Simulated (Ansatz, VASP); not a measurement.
**Sc in VASP and in Ansatz**

```
CELL_PARAMETERS angstrom
3.28679 0.00000 0.00000
-1.64340 2.84644 0.00000
0.00000 0.00000 5.23791
ATOMIC_POSITIONS crystal
Sc 0.66667 0.33333 0.75000
Sc 0.33333 0.66667 0.25000
```

Alike in both runs: task single point; functional PBE; k mesh 9 × 9 × 5; occupations fermi-dirac, width 0.05 eV; no spin polarisation.

|  | VASP | Ansatz |
| --- | --- | --- |
| version | VASP 6.6.1 | Ansatz 0.2.0 |
| potentials or method | VASP PAW PBE potentials, release 64 (Sc_sv) | Ansatz PAW soft_1 |
| plane-wave cutoff (eV) | 520 | 420 |
| valence electrons in the cell | 22 | 22 |

|  | VASP | Ansatz | Ansatz less VASP |
| --- | --- | --- | --- |
| gap on the k mesh at the Fermi level (eV) | none | none | - |
| pressure (GPa) | 0.4 | 0.4 | -0.02 |
| traceless stress, the component that is largest in VASP (GPa) | -1.07 | -1.07 | -0.004 |

A gap of «none» marks a metal or a gap that the smearing closes. With one functional, cell and mesh, what is left measures potentials, basis and numerics.
